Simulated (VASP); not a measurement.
Input of a VASP 6.6.1 run:

POSCAR

```
Al3GaN4
1.0
    4.4012372935      0.0000000000      0.0000000000
    0.0000000000      4.4012372935      0.0000000000
    0.0000000000      0.0000000000      4.4012372935
Al Ga N
3 1 4
Direct
    0.5091842494      0.4936353252      0.0117560527
    0.4906222283     -0.0051020375      0.5095254454
   -0.0073716657      0.4962392000      0.4841212678
    0.0151958651      0.0080582814     -0.0030324659
    0.7389807541      0.7439506962      0.2509294004
    0.7411891567      0.2533982876      0.7508511559
    0.2543094328      0.7342765799      0.7444980788
    0.2578899791      0.2755436671      0.2513510648
```

INCAR.step1

```
SYSTEM = Al3GaN4
  PREC = Accurate
  ENCUT = 520
  ISMEAR = 0
  SIGMA = 0.05
  LREAL = .False.
  LASPH = .True.
  NELM = 60
  NBANDS = 31
  GGA = PE
  ALGO = Normal
  EDIFF = 1E-4
  LWAVE = .True.
  LCHARG = .False.
```

INCAR.step2

```
SYSTEM = Al3GaN4
  PREC = Accurate
  ENCUT = 520
  EDIFF = 1E-6
  ISMEAR = 0
  SIGMA = 0.05
  LREAL = .False.
  LASPH = .True.
  NELM = 60
  ALGO = Normal
  ISIF = 2
  LWAVE = .False.
  LCHARG = .False.
  METAGGA = R2SCAN
  LMIXTAU = .True.
  NBANDS = 31
  ISTART = 1
```

File KPOINTS:

```
Automatic mesh
0
Gamma
  6 6 6
  0 0 0
```

Potentials or basis: VASP PAW PBE potentials, release 64 (Al, Ga_d, N).

Launch:

```sh
$ cat potpaw_PBE.64/Al/POTCAR potpaw_PBE.64/Ga_d/POTCAR potpaw_PBE.64/N/POTCAR > POTCAR
$ cp INCAR.step1 INCAR
$ mpirun -np 1 vasp_std > vasp.out
$ cp INCAR.step2 INCAR
$ mpirun -np 1 vasp_std > vasp.out
```

Problem. What does it give for the largest force?

Solution. 2.247 eV/Å.

Problem. What does it give for the band gap on the k mesh?

Solution. 3.71 eV.

Stress tensor (GPa, compression positive):
```
 1.29  0.79 -1.34
 0.79  0.27  1.09
-1.34  1.09  1.12
```

Caveat: the cell differs from its parent crystal (atoms moved at random); the PAW data sets were made with another functional, which shifts forces and pressure a little. A k mesh can miss the band edges.
